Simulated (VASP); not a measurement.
# Na (Im-3m) in VASP: notebook

Runs on Na. Level: LDA. Tasks: single point.

All numbers are computed with VASP 6.6.1; they aren't measurements. Logs are shortened: lines on timing, memory, paths and dates and some standing lists are left out, and cuts for length are marked.

## 1. The cell of the first run

It takes space group Im-3m (No. 229, cubic). The conventional cell has a = 4.209 Å, b = 4.209 Å, c = 4.209 Å, α = 90.00°, β = 90.00°, γ = 90.00°. Within 4.8 Å of Na (site symmetry m-3m) lie 14 Na at 3.65 to 4.21 Å.

## 2. Single point, LDA

File INCAR:

```
PREC = Accurate
ENCUT = 500
EDIFF = 1E-6
ISMEAR = 0
SIGMA = 0.05
LREAL = False
LASPH = True
NELM = 120
ALGO = Normal
ISIF = 2
LWAVE = False
LCHARG = True
GGA = CA
LELF = True
LVHAR = True
NBANDS = 10
GGA_COMPAT = False
```

File KPOINTS:

```
Automatic mesh
0
Gamma
  8 8 8
```

File POSCAR:

```
Na
1.0
   -2.1047048527      2.1047048527      2.1047048527
    2.1047048527     -2.1047048527      2.1047048527
    2.1047048527      2.1047048527     -2.1047048527
Na
1
Direct
    0.0000000000      0.0000000000      0.0000000000
```

Potentials or basis: VASP PAW LDA potentials, release 64 (Na_pv).

Started as:

```
> cat potpaw_LDA.64/Na_pv/POTCAR > POTCAR
> mpirun -np 1 vasp_std > vasp.out
```

OUTCAR:

```text
PREC = Accurate
   ENCUT = 500
   EDIFF = 1E-6
   ISMEAR = 0
   LREAL = False
   LASPH = True
   NELM = 120
   ISIF = 2
   GGA = CA

 ion  position               nearest neighbor table
   1  0.000  0.000  0.000-

  LATTYP: Found a body centered cubic cell.
 ALAT       =     4.2094097054

  Lattice vectors:

 A1 = (  -2.1047048527,   2.1047048527,   2.1047048527)
 A2 = (   2.1047048527,  -2.1047048527,   2.1047048527)
 A3 = (   2.1047048527,   2.1047048527,  -2.1047048527)

Analysis of symmetry for initial positions (statically):
=====================================================================
 Subroutine PRICEL returns:
 Original cell was already a primitive cell.

 Routine SETGRP: Setting up the symmetry group for a
 body centered cubic supercell.

 Subroutine GETGRP returns: Found 48 space group operations
 (whereof 48 operations were pure point group operations)
 out of a pool of 48 trial point group operations.

The static configuration has the point symmetry O_h .

Analysis of symmetry for dynamics (positions and initial velocities):
=====================================================================
 Subroutine PRICEL returns:
 Original cell was already a primitive cell.

 Routine SETGRP: Setting up the symmetry group for a
 body centered cubic supercell.

 Subroutine GETGRP returns: Found 48 space group operations
 (whereof 48 operations were pure point group operations)
 out of a pool of 48 trial point group operations.

The dynamic configuration has the point symmetry O_h .

 Subroutine INISYM returns: Found 48 space group operations
 (whereof 48 operations are pure point group operations),
 and found     1 'primitive' translations

----------------------------------------------------------------------------------------

                                     Primitive cell

  volume of cell :      37.2935

  direct lattice vectors                    reciprocal lattice vectors
    -2.104704853  2.104704853  2.104704853     0.000000000  0.237563001  0.237563001
     2.104704853 -2.104704853  2.104704853     0.237563001  0.000000000  0.237563001
     2.104704853  2.104704853 -2.104704853     0.237563001  0.237563001  0.000000000

  length of vectors
     3.645455740  3.645455740  3.645455740     0.335964817  0.335964817  0.335964817

  position of ions in fractional coordinates (direct lattice)
     0.000000000  0.000000000  0.000000000

  ion indices of the primitive-cell ions
   primitive index   ion index
                 1           1

----------------------------------------------------------------------------------------

 KPOINTS: Automatic mesh

Automatic generation of k-mesh.
 Grid dimensions read from file:
 generate k-points for:    8    8    8

 Generating k-lattice:

  Cartesian coordinates                     Fractional coordinates (reciprocal lattice)
     0.000000000  0.029695375  0.029695375     0.125000000  0.000000000  0.000000000
     0.029695375  0.000000000  0.029695375     0.000000000  0.125000000  0.000000000
     0.029695375  0.029695375  0.000000000     0.000000000  0.000000000  0.125000000

  Length of vectors
     0.041995602  0.041995602  0.041995602

  Shift w.r.t. Gamma in fractional coordinates (k-lattice)
     0.000000000  0.000000000  0.000000000

 Subroutine IBZKPT returns following result:
 ===========================================

 Found     29 irreducible k-points:

 Following reciprocal coordinates:
            Coordinates               Weight
  0.000000  0.000000  0.000000      1.000000
  0.125000  0.000000  0.000000     12.000000
  0.250000  0.000000  0.000000     12.000000
  0.375000  0.000000  0.000000     12.000000
  0.500000  0.000000  0.000000      6.000000
  0.125000  0.125000  0.000000     24.000000
[... 16 lines left out ...]
 -0.250000  0.250000  0.250000      6.000000
 -0.375000  0.375000  0.250000     24.000000
 [... further k-points ...]
   k-points           NKPTS =     29   k-points in BZ     NKDIM =     29   number of bands    NBANDS=     10
   number of dos      NEDOS =    301   number of ions     NIONS =      1
   total plane-waves  NPLWV =  21952
   dimension x,y,z NGX =    28 NGY =   28 NGZ =   28
   dimension x,y,z NGXF=    56 NGYF=   56 NGZF=   56
   ions per type =               1
   NGX,Y,Z   is equivalent  to a cutoff of  12.77, 12.77, 12.77 a.u.
   NGXF,Y,Z  is equivalent  to a cutoff of  25.54, 25.54, 25.54 a.u.
 SYSTEM =  unknown system
   PREC   = accura    normal or accurate (medium, high low for compatibility)
   ISTART =      0    job   : 0-new  1-cont  2-samecut
   ICHARG =      2    charge: 1-file 2-atom 10-const
   ISPIN  =      1    spin polarized calculation?
   LNONCOLLINEAR =      F non collinear calculations
   LSORBIT =      F    spin-orbit coupling
   LASPH  =      T    aspherical Exc in radial PAW
   ENCUT  =  500.0 eV  36.75 Ry    6.06 a.u.   6.65  6.65  6.65*2*pi/ulx,y,z
   NELM   =    120;   NELMIN=  2; NELMDL= -5     # of ELM steps
   EDIFF  = 0.1E-05   stopping-criterion for ELM
   LREAL  =      F    real-space projection
   EDIFFG = 0.1E-04   stopping-criterion for IOM
   NSW    =      0    number of steps for IOM
   IBRION =     -1    ionic relax: 0-MD 1-quasi-New 2-CG
   NFREE  =      0    steps in history (QN), initial steepest desc. (CG)
   ISIF   =      2    stress and relaxation
   ISYM   =      2    0-nonsym 1-usesym 2-fastsym
   POTIM  = 0.5000    time-step for ionic-motion
   TEBEG  =    0.0;   TEEND  =   0.0 temperature during run
   PSTRESS=    0.0 pullay stress
   NELECT =       7.0000    total number of electrons
   NUPDOWN=      -1.0000    fix difference up-down
   EMIN   =  10.00;   EMAX   =-10.00  energy-range for DOS
   EFERMI =   0.00;   METHOD = LEGACY
   ISMEAR =     0;   SIGMA  =   0.05  broadening in eV -4-tet -1-fermi 0-gaus
   EFERMI_NEDOS =   21; number of points for ismear=-14 and -15
   IALGO  =     38    algorithm
   IMIX   =      4    mixing-type and parameters
     AMIX     =   0.40;   BMIX     =  1.00
     AMIX_MAG =   1.60;   BMIX_MAG =  1.00
  volume/ion in A,a.u.               =      37.29       251.67
  Fermi-wavevector in a.u.,A,eV,Ry     =   0.937338  1.771312 11.954118  0.878603
  Thomas-Fermi vector in A             =   2.064439
   LORBIT       =      0    0 simple, 1 ext, 2 COOP (PROOUT), +10 PAW based schemes
   GGA     = CA    functional components
   LHFCALC =     F    Hartree Fock is set to
   AEXX    =    0.0000 exact exchange contribution
   IVDW    =     0    specifies the selected vdW correction
   LEPSILON=     F    determine dielectric tensor
   LRPA    =     F    only Hartree local field effects (RPA)
 non-spin polarized calculation
 Gauss-broadening in eV      SIGMA  =   0.05
  energy-cutoff  :      500.00
  volume of cell :       37.29
 maximum number of plane-waves:       962
   NGX = 13   NGY = 13   NGZ = 13

 number of electron       6.9999999 magnetization

 Free energy of the ion-electron system (eV)
  ---------------------------------------------------
  ext. energy  EPLUGINS =         0.00000000
  ---------------------------------------------------
  free energy    TOTEN  =        -1.43279589 eV

  energy without entropy =       -1.43108968  energy(sigma->0) =       -1.43194278

 E-fermi :   0.2776     XC(G=0):  -6.7115

 val. band max:        0.0675484993   @ k =   0.2500   0.2500   0.0000
 cond. band min:       0.3220310458   @ k =   0.3750   0.1250   0.0000
 fundamental gap:      0.2544825465
 Fermi energy:         0.2776466111

 k-point     1 :       0.0000    0.0000    0.0000
  band No.  band energies     occupation
      1     -24.8065      2.00000
      2     -24.8065      2.00000
      3     -24.8065      2.00000
      4      -3.1261      2.00000
      5      11.7473      0.00000
      6      11.7473      0.00000
      7      11.7473      0.00000
      8      12.8437      0.00000
      9      12.8437      0.00000
     10      13.4941      0.00000

 k-point     2 :       0.1250    0.0000    0.0000
  band No.  band energies     occupation
      1     -24.8117      2.00000
      2     -24.8083      2.00000
      3     -24.8065      2.00000
      4      -2.8523      2.00000
      5       9.2221      0.00000
      6      10.5927      0.00000
      7      10.8971      0.00000
      8      11.4735      0.00000
      9      12.0521      0.00000
     10      13.5979      0.00000

 k-point     3 :       0.2500    0.0000    0.0000
  band No.  band energies     occupation
      1     -24.8243      2.00000
      2     -24.8125      2.00000
      3     -24.8064      2.00000
      4      -2.0394      2.00000
      5       6.1200      0.00000
      6       9.3493      0.00000
      7       9.9247      0.00000
      8      10.3025      0.00000
      9      11.2746      0.00000
     10      14.3165      0.00000

 k-point     4 :       0.3750    0.0000    0.0000
  band No.  band energies     occupation
      1     -24.8368      2.00000
      2     -24.8168      2.00000
      3     -24.8064      2.00000
      4      -0.7121      2.00000
      5       3.4093      0.00000
      6       8.5788      0.00000
      7       9.3215      0.00000
      8       9.6007      0.00000
      9      10.6148      0.00000
     10      15.3017      0.00000
[... 222 lines left out ...]
 k-point    22 :       0.2500    0.2500    0.2500
  band No.  band energies     occupation
      1     -24.8237      2.00000
      2     -24.8237      2.00000
      3     -24.8237      2.00000
      4       2.8649      0.00000
      5       2.8649      0.00000
      6       2.8649      0.00000
      7       4.3248      0.00000
      8      17.2532      0.00000
      9      17.2532      0.00000
     10      18.1479      0.00000

 k-point    23 :      -0.2500    0.2500    0.2500
  band No.  band energies     occupation
      1     -24.8247      2.00000
      2     -24.8190      2.00000
      3     -24.8190      2.00000
      4      -0.9746      2.00000
      5       6.8146      0.00000
      6       6.8146      0.00000
      7       6.8299      0.00000
      8       8.6518      0.00000
      9      13.8345      0.00000
     10      14.6352      0.00000

 k-point    24 :      -0.3750    0.3750    0.2500
  band No.  band energies     occupation
      1     -24.8330      2.00000
      2     -24.8236      2.00000
      3     -24.8198      2.00000
      4       0.3268      0.16465
      5       4.3579      0.00000
      6       6.1185      0.00000
      7       6.8033      0.00000
      8       8.8011      0.00000
      9      12.5381      0.00000
     10      13.7073      0.00000

 [... further k-points ...]
[... 5 lines left out ...]
  --------------------------------------------------------------------------------------
  -------------------------------------------------------------------------------------
  Total       -0.1975269     -0.1975269     -0.1975269      0.0000000      0.0000000     -0.0000000
  in kB       -8.4860024     -8.4860024     -8.4860024      0.0000000      0.0000000     -0.0000000
  external PRESSURE =      -8.4860024 kB  Pullay stress =       0.0000000 kB

 VOLUME and BASIS-vectors are now :
 -----------------------------------------------------------------------------
  energy-cutoff  :      500.00
  volume of cell :       37.29
      direct lattice vectors                 reciprocal lattice vectors
    -2.104704853  2.104704853  2.104704853     0.000000000  0.237563001  0.237563001
     2.104704853 -2.104704853  2.104704853     0.237563001  0.000000000  0.237563001
     2.104704853  2.104704853 -2.104704853     0.237563001  0.237563001  0.000000000

 POSITION                                       TOTAL-FORCE (eV/Angst)
 -----------------------------------------------------------------------------------
      0.00000      0.00000      0.00000         0.000000      0.000000      0.000000
 -----------------------------------------------------------------------------------
    total drift:                               -0.000000     -0.000000     -0.000000

  FREE ENERGIE OF THE ION-ELECTRON SYSTEM (eV)
  ---------------------------------------------------
  free  energy   TOTEN  =        -1.4327958863 eV

  energy  without entropy=       -1.4310896794  energy(sigma->0) =       -1.43194278
```

Run time: 3.2 s. Hardware: 1 thread of Intel Xeon 6975P-C (Granite Rapids), shared host; peak memory 0.13 GiB.

What came out:

| Quantity | Value |
| --- | --- |
| Free energy | -1.4328 eV |
| Pressure | -0.8 GPa |

Levels at points of the mesh, in eV from the Fermi level:
| k point | band 1 | band 2 | band 3 | band 4 | band 5 | band 6 |
| --- | --- | --- | --- | --- | --- | --- |
| (0.00, 0.00, 0.00) | -25.08 | -25.08 | -25.08 | -3.40 | 11.47 | 11.47 |
| (0.50, 0.00, 0.00) | -25.12 | -25.10 | -25.08 | 0.64 | 1.04 | 8.04 |
| (0.50, 0.50, 0.50) | -25.11 | -25.11 | -25.11 | 4.44 | 4.44 | 4.69 |

[end of part 1 of 3]
